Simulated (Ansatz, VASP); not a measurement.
# LaAs: VASP beside Ansatz

```
La As
1.0
     0.00000    3.05226    3.05226
     3.05226    0.00000    3.05226
     3.05226    3.05226    0.00000
La As
1 1
Direct
  0.00000 0.00000 0.00000
  0.50000 0.50000 0.50000
```

Change from the starting cell: volume scaled by 0.99, crystal datasets.

Alike in both runs: task electric field gradients; functional PBEsol; k mesh 12 × 12 × 12; occupations fermi-dirac, width 0.05 eV; no spin polarisation.

|  | VASP | Ansatz |
| --- | --- | --- |
| version | VASP 6.6.1 | Ansatz 0.2.0 |
| potentials or method | VASP PAW PBE potentials, release 64 (La, As), cutoff 520 eV | all-electron PAW with datasets made for the crystal, scalar-relativistic |

|  | VASP | Ansatz | Ansatz less VASP |
| --- | --- | --- | --- |
| pressure (GPa) | 0.2 | 0.2 | 0.00 |

VASP's potentials were made for PBE, not for PBEsol. Ansatz ran all-electron here, and VASP with PAW potentials.

Spin-orbit coupling is off throughout.
